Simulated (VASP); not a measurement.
# Bi (R-3m) in VASP: notebook, part 2 of 2

VASP 6.6.1. Earlier steps stand in the parts before.

### Step 3. Electric field gradients, LDA (34.68 Å³/atom)

INCAR

```
ALGO = Normal
EDIFF = 1E-8
ENCUT = 520
GGA = CA
ISIF = 2
ISMEAR = -1
LASPH = T
LCHARG = F
LEFG = T
LREAL = F
LWAVE = F
NBANDS = 22
NELM = 100
PREC = Accurate
SIGMA = 0.03
```

KPOINTS

```
k-points
0
Gamma
  11 11 11
```

POSCAR

```
Bi
1.0
    2.2577441873      1.3035092143      3.9274622876
   -2.2577441873      1.3035092143      3.9274622876
    0.0000000000     -2.6070184286      3.9274622876
Bi
2
Direct
    0.2338900000      0.2338900000      0.2338900000
    0.7661100000      0.7661100000      0.7661100000
```

Potentials or basis: VASP PAW LDA potentials, release 64 (Bi_d).

Started as:

```bash
$ cat potpaw_LDA.64/Bi_d/POTCAR > POTCAR
$ mpirun -np 1 vasp_std > vasp.out
```

OUTCAR:

```text
EDIFF = 1E-8
   ENCUT = 520
   GGA = CA
   ISIF = 2
   ISMEAR = -1
   LASPH = T
   LREAL = F
   NELM = 100
   PREC = Accurate

 ion  position               nearest neighbor table
   1  0.234  0.234  0.234-   2 3.05   2 3.05   2 3.05   2 3.51   2 3.51   2 3.51
   2  0.766  0.766  0.766-   1 3.05   1 3.05   1 3.05   1 3.51   1 3.51   1 3.51

  LATTYP: Found a trigonal (rhomboedric) cell.
 ALAT       =     4.7139691458
 COS(alpha) =     0.5412184017

  Lattice vectors:

 A1 = (   2.2577441873,   1.3035092143,   3.9274622876)
 A2 = (  -2.2577441873,   1.3035092143,   3.9274622876)
 A3 = (   0.0000000000,  -2.6070184286,   3.9274622876)

Analysis of symmetry for initial positions (statically):
=====================================================================
 Subroutine PRICEL returns:
 Original cell was already a primitive cell.

 Routine SETGRP: Setting up the symmetry group for a
 trigonal (rhombohedral) supercell.

 Subroutine GETGRP returns: Found 12 space group operations
 (whereof 12 operations were pure point group operations)
 out of a pool of 12 trial point group operations.

The static configuration has the point symmetry D_3d.

Analysis of symmetry for dynamics (positions and initial velocities):
=====================================================================
 Subroutine PRICEL returns:
 Original cell was already a primitive cell.

 Routine SETGRP: Setting up the symmetry group for a
 trigonal (rhombohedral) supercell.

 Subroutine GETGRP returns: Found 12 space group operations
 (whereof 12 operations were pure point group operations)
 out of a pool of 12 trial point group operations.

The dynamic configuration has the point symmetry D_3d.
[... 155 lines left out ...]
      1     -16.6502      2.00000
      2     -16.6502      2.00000
      3     -16.4880      2.00000
      4     -16.4880      2.00000
      5     -16.4702      2.00000
      6     -16.2911      2.00000
[... 589 lines left out ...]
     21      14.3167      0.00000
     22      14.7634      0.00000

 [... further k-points ...]

------------------------ aborting loop because EDIFF is reached ----------------------------------------

  FORCE on cell =-STRESS in cart. coord.  units (eV):
  Direction    XX          YY          ZZ          XY          YZ          ZX
  --------------------------------------------------------------------------------------
  -------------------------------------------------------------------------------------
  Total       -0.3568046     -0.3568046     -0.3654041      0.0000000     -0.0000000      0.0000000
  in kB       -8.2430695     -8.2430695     -8.4417382      0.0000000     -0.0000000      0.0000000
  external PRESSURE =      -8.3092924 kB  Pullay stress =       0.0000000 kB

 VOLUME and BASIS-vectors are now :
 -----------------------------------------------------------------------------
  energy-cutoff  :      520.00
  volume of cell :       69.35
      direct lattice vectors                 reciprocal lattice vectors
     2.257744187  1.303509214  3.927462288     0.221459988  0.127859984  0.084872447
    -2.257744187  1.303509214  3.927462288    -0.221459988  0.127859984  0.084872447
     0.000000000 -2.607018429  3.927462288     0.000000000 -0.255719967  0.084872447

 POSITION                                       TOTAL-FORCE (eV/Angst)
 -----------------------------------------------------------------------------------
      0.00000      0.00000      2.75578         0.000000     -0.000000      0.154240
      0.00000      0.00000      9.02660         0.000000      0.000000     -0.154240
 -----------------------------------------------------------------------------------
    total drift:                                0.000000     -0.000000      0.000000

  FREE ENERGIE OF THE ION-ELECTRON SYSTEM (eV)
  ---------------------------------------------------
  free  energy   TOTEN  =        -9.1162558134 eV

  energy  without entropy=       -9.1156448547  energy(sigma->0) =       -9.11595033

 Electric field gradients (V/A^2)
---------------------------------------------------------------------
 ion       V_xx      V_yy      V_zz      V_xy      V_xz      V_yz
---------------------------------------------------------------------
   1      15.788    15.788   -31.576    -0.000     0.000    -0.000
   2      15.788    15.788   -31.576    -0.000    -0.000    -0.000
---------------------------------------------------------------------

 Electric field gradients after diagonalization (V/A^2)
 (convention: |V_zz| > |V_xx| > |V_yy|)
----------------------------------------------------------------------
 ion       V_xx      V_yy      V_zz     asymmetry (V_yy - V_xx)/ V_zz
----------------------------------------------------------------------
   1      15.788    15.788   -31.576       0.000
   2      15.788    15.788   -31.576       0.000
----------------------------------------------------------------------

           NMR quadrupolar parameters

 Cq : quadrupolar parameter    Cq=e*Q*V_zz/h
 eta: asymmetry parameters     (V_yy - V_xx)/ V_zz
 Q  : nuclear electric quadrupole moment in mb (millibarn)
----------------------------------------------------------------------
 ion       Cq(MHz)       eta       Q (mb)
----------------------------------------------------------------------
   1      -0.076       0.000       1.000
   2      -0.076       0.000       1.000
----------------------------------------------------------------------
```

stdout:

```text
POSCAR found type information on POSCAR Bi
 POSCAR found :  1 types and       2 ions
 scaLAPACK will be used
 LDA part: xc-table for (Slater(with rela. corr.)+CA(PZ))
 , standard interpolation
 POSCAR, INCAR and KPOINTS ok, starting setup
 FFT: planning ... GRIDC
 FFT: planning ... GRID_SOFT
 FFT: planning ... GRID
 WAVECAR not read
 entering main loop
ion   1

ion   2
```

Wall time 1.8 min (1 thread of Intel Xeon Platinum 8559C (Emerald Rapids), shared host); peak memory 0.29 GiB.

Results:

```yaml
Free_energy: -9.1163 eV
Pressure: -0.8 GPa
Largest_force: 0.154 eV/Å
Band_gap_on_the_k_mesh: zero (bands 15 and 16 overlap by 0.06 eV)
Largest_electric_field_gradient_by_atom: Bi -31.6 V/Å²
```

Forces on the atoms (eV/Å):
```
Bi   0.000  0.000  0.154
Bi   0.000  0.000 -0.154
```

Levels at points of the mesh, in eV from the Fermi level:
```tsv
k point	band 13	band 14	band 15	band 16	band 17	band 18
(0.00, 0.00, 0.00)	-1.49	-1.22	-1.22	2.52	2.99	2.99
```

Electric field gradients, principal values (V/Å²):
```csv
atom,least,middle,greatest (by size)
1 Bi,15.788,15.788,-31.576
2 Bi,15.788,15.788,-31.576
```

Caveat: without QUAD_EFG the Cq values of the log hold for a quadrupole moment of 1 mb, not for the nuclei; spin-orbit coupling is left out, which moves the levels of the heavy elements.

### Step 4. Electric field gradients, LDA

This run uses another cell than the first one, of 35.38 Å³/atom.

INCAR

```
SYSTEM = Bi
ALGO = Normal ; EDIFF = 1E-8
ENCUT = 520 ; ISIF = 2
ISMEAR = -1 ; LASPH = .True.
LCHARG = .False. ; LEFG = .True.
LREAL = .False. ; LWAVE = .False.
NBANDS = 22 ; NELM = 100
PREC = Accurate ; SIGMA = 0.03
```

KPOINTS

```
k-points
0
Gamma
  11 11 11
  0 0 0
```

POSCAR

```
Bi
1.0
    2.2729996784      1.3123169762      3.9540000000
   -2.2729996784      1.3123169762      3.9540000000
    0.0000000000     -2.6246339523      3.9540000000
Bi
2
Direct
    0.2338900000      0.2338900000      0.2338900000
    0.7661100000      0.7661100000      0.7661100000
```

Potentials or basis: VASP PAW LDA potentials, release 64 (Bi_d).

Started as:

```bash
$ cat potpaw_LDA.64/Bi_d/POTCAR > POTCAR
$ mpirun -np 1 vasp_std > vasp.out
```

OUTCAR:

```text
SYSTEM = Bi
   EDIFF = 1E-8
   ENCUT = 520
   ISIF = 2
   ISMEAR = -1
   LASPH = .True.
   LREAL = .False.
   NELM = 100
   PREC = Accurate

 ion  position               nearest neighbor table
   1  0.234  0.234  0.234-   2 3.07   2 3.07   2 3.07   2 3.53   2 3.53   2 3.53
   2  0.766  0.766  0.766-   1 3.07   1 3.07   1 3.07   1 3.53   1 3.53   1 3.53

  LATTYP: Found a trigonal (rhomboedric) cell.
 ALAT       =     4.7458212550
 COS(alpha) =     0.5412184017

  Lattice vectors:

 A1 = (   2.2729996784,   1.3123169762,   3.9540000000)
 A2 = (  -2.2729996784,   1.3123169762,   3.9540000000)
 A3 = (   0.0000000000,  -2.6246339523,   3.9540000000)

Analysis of symmetry for initial positions (statically):
=====================================================================
 Subroutine PRICEL returns:
 Original cell was already a primitive cell.

 Routine SETGRP: Setting up the symmetry group for a
 trigonal (rhombohedral) supercell.

 Subroutine GETGRP returns: Found 12 space group operations
 (whereof 12 operations were pure point group operations)
 out of a pool of 12 trial point group operations.

The static configuration has the point symmetry D_3d.

Analysis of symmetry for dynamics (positions and initial velocities):
=====================================================================
 Subroutine PRICEL returns:
 Original cell was already a primitive cell.

 Routine SETGRP: Setting up the symmetry group for a
 trigonal (rhombohedral) supercell.

 Subroutine GETGRP returns: Found 12 space group operations
 (whereof 12 operations were pure point group operations)
 out of a pool of 12 trial point group operations.

The dynamic configuration has the point symmetry D_3d.

 Subroutine INISYM returns: Found 12 space group operations
 (whereof 12 operations are pure point group operations),
 and found     1 'primitive' translations

----------------------------------------------------------------------------------------

                                     Primitive cell

  volume of cell :      70.7662

  direct lattice vectors                    reciprocal lattice vectors
     2.272999678  1.312316976  3.954000000     0.219973634  0.127001837  0.084302816
    -2.272999678  1.312316976  3.954000000    -0.219973634  0.127001837  0.084302816
     0.000000000 -2.624633952  3.954000000     0.000000000 -0.254003674  0.084302816

  length of vectors
     4.745821255  4.745821255  4.745821255     0.267628158  0.267628158  0.267628158

  position of ions in fractional coordinates (direct lattice)
     0.233890000  0.233890000  0.233890000
     0.766110000  0.766110000  0.766110000

  ion indices of the primitive-cell ions
   primitive index   ion index
                 1           1
                 2           2

----------------------------------------------------------------------------------------

 KPOINTS: k-points

[... 70 lines left out ...]
   NSW    =      0    number of steps for IOM
   IBRION =     -1    ionic relax: 0-MD 1-quasi-New 2-CG
   NFREE  =      0    steps in history (QN), initial steepest desc. (CG)
   ISIF   =      2    stress and relaxation
   ISYM   =      2    0-nonsym 1-usesym 2-fastsym
   POTIM  = 0.5000    time-step for ionic-motion
   TEBEG  =    0.0;   TEEND  =   0.0 temperature during run
   PSTRESS=    0.0 pullay stress
   NELECT =      30.0000    total number of electrons
   NUPDOWN=      -1.0000    fix difference up-down
   EMIN   =  10.00;   EMAX   =-10.00  energy-range for DOS
   EFERMI =   0.00;   METHOD = LEGACY
   ISMEAR =    -1;   SIGMA  =   0.03  broadening in eV -4-tet -1-fermi 0-gaus
   EFERMI_NEDOS =   21; number of points for ismear=-14 and -15
   IALGO  =     38    algorithm
   IMIX   =      4    mixing-type and parameters
     AMIX     =   0.40;   BMIX     =  1.00
     AMIX_MAG =   1.60;   BMIX_MAG =  1.00
  volume/ion in A,a.u.               =      35.38       238.78
  Fermi-wavevector in a.u.,A,eV,Ry     =   1.229815  2.324014 20.578074  1.512446
  Thomas-Fermi vector in A             =   2.364688
   LORBIT       =      0    0 simple, 1 ext, 2 COOP (PROOUT), +10 PAW based schemes
   GGA     = CA    functional components
   LHFCALC =     F    Hartree Fock is set to
   AEXX    =    0.0000 exact exchange contribution
   IVDW    =     0    specifies the selected vdW correction
   LEPSILON=     F    determine dielectric tensor
   LRPA    =     F    only Hartree local field effects (RPA)
 non-spin polarized calculation
  energy-cutoff  :      520.00
  volume of cell :       70.77
 maximum number of plane-waves:      1940
   NGX = 17   NGY = 17   NGZ = 17

 number of electron      30.0000004 magnetization

 Free energy of the ion-electron system (eV)
  ---------------------------------------------------
  ext. energy  EPLUGINS =         0.00000000
  ---------------------------------------------------
  free energy    TOTEN  =        -9.10531257 eV

  energy without entropy =       -9.10467380  energy(sigma->0) =       -9.10499318

 E-fermi :   5.9843     XC(G=0):  -9.7722

 val. band max:        5.9762080784   @ k =   0.2727   0.2727   0.1818
 cond. band min:       6.1482359622   @ k =   0.4545   0.0909   0.0909
 fundamental gap:      0.1720278838
 Fermi energy:         5.9842587809

 k-point     1 :       0.0000    0.0000    0.0000
  band No.  band energies     occupation
      1     -16.8488      2.00000
      2     -16.8488      2.00000
      3     -16.6961      2.00000
      4     -16.6961      2.00000
      5     -16.6794      2.00000
      6     -16.5122      2.00000
[... 589 lines left out ...]
     21      14.0021      0.00000
     22      14.4665      0.00000

 [... further k-points ...]

------------------------ aborting loop because EDIFF is reached ----------------------------------------

  FORCE on cell =-STRESS in cart. coord.  units (eV):
  Direction    XX          YY          ZZ          XY          YZ          ZX
  --------------------------------------------------------------------------------------
  -------------------------------------------------------------------------------------
  Total       -0.8054489     -0.8054489     -0.7415950      0.0000000     -0.0000000      0.0000000
  in kB      -18.2357047    -18.2357047    -16.7900244      0.0000000     -0.0000000      0.0000000
  external PRESSURE =     -17.7538113 kB  Pullay stress =       0.0000000 kB

 VOLUME and BASIS-vectors are now :
 -----------------------------------------------------------------------------
  energy-cutoff  :      520.00
  volume of cell :       70.77
      direct lattice vectors                 reciprocal lattice vectors
     2.272999678  1.312316976  3.954000000     0.219973634  0.127001837  0.084302816
    -2.272999678  1.312316976  3.954000000    -0.219973634  0.127001837  0.084302816
     0.000000000 -2.624633952  3.954000000     0.000000000 -0.254003674  0.084302816

 POSITION                                       TOTAL-FORCE (eV/Angst)
 -----------------------------------------------------------------------------------
      0.00000      0.00000      2.77440         0.000000      0.000000      0.060998
      0.00000      0.00000      9.08760         0.000000     -0.000000     -0.060998
 -----------------------------------------------------------------------------------
    total drift:                                0.000000     -0.000000      0.000000

  FREE ENERGIE OF THE ION-ELECTRON SYSTEM (eV)
  ---------------------------------------------------
  free  energy   TOTEN  =        -9.1053125735 eV

  energy  without entropy=       -9.1046737965  energy(sigma->0) =       -9.10499318

 Electric field gradients (V/A^2)
---------------------------------------------------------------------
 ion       V_xx      V_yy      V_zz      V_xy      V_xz      V_yz
---------------------------------------------------------------------
   1      15.713    15.713   -31.427    -0.000    -0.000    -0.000
   2      15.713    15.713   -31.427    -0.000     0.000    -0.000
---------------------------------------------------------------------

 Electric field gradients after diagonalization (V/A^2)
 (convention: |V_zz| > |V_xx| > |V_yy|)
----------------------------------------------------------------------
 ion       V_xx      V_yy      V_zz     asymmetry (V_yy - V_xx)/ V_zz
----------------------------------------------------------------------
   1      15.713    15.713   -31.427       0.000
   2      15.713    15.713   -31.427       0.000
----------------------------------------------------------------------

           NMR quadrupolar parameters

 Cq : quadrupolar parameter    Cq=e*Q*V_zz/h
 eta: asymmetry parameters     (V_yy - V_xx)/ V_zz
 Q  : nuclear electric quadrupole moment in mb (millibarn)
----------------------------------------------------------------------
 ion       Cq(MHz)       eta       Q (mb)
----------------------------------------------------------------------
   1      -0.076       0.000       1.000
   2      -0.076       0.000       1.000
----------------------------------------------------------------------
```

stdout:

```text
POSCAR found type information on POSCAR Bi
 POSCAR found :  1 types and       2 ions
 scaLAPACK will be used
 LDA part: xc-table for (Slater(with rela. corr.)+CA(PZ))
 , standard interpolation
 POSCAR, INCAR and KPOINTS ok, starting setup
 FFT: planning ... GRIDC
 FFT: planning ... GRID_SOFT
 FFT: planning ... GRID
 WAVECAR not read
 entering main loop
ion   1

ion   2
```

Wall time 1.7 min (1 thread of Intel Xeon Platinum 8559C (Emerald Rapids), shared host); peak memory 0.29 GiB.

Results:

- Free energy: -9.1053 eV
- Pressure: -1.8 GPa
- Largest force: 0.061 eV/Å
- Band gap on the k mesh: zero (bands 15 and 16 overlap by 0.06 eV)
- Largest electric field gradient by atom: Bi -31.4 V/Å²

Forces in eV/Å, atoms in the order of the input:
```
Bi   0.000  0.000  0.061
Bi   0.000  0.000 -0.061
```

Stress tensor (GPa, compression positive):
```
-1.82  0.00  0.00
 0.00 -1.82  0.00
 0.00  0.00 -1.68
```

Electric field gradients, principal values (V/Å²):
| atom | least | middle | greatest (by size) |
| --- | --- | --- | --- |
| 1 Bi | 15.713 | 15.713 | -31.427 |
| 2 Bi | 15.713 | 15.713 | -31.427 |

Caveat: without QUAD_EFG the Cq values of the log hold for a quadrupole moment of 1 mb, not for the nuclei; spin-orbit coupling is left out, which moves the levels of the heavy elements.

The gap in the log of VASP goes by the Fermi energy; the results here count the filled bands.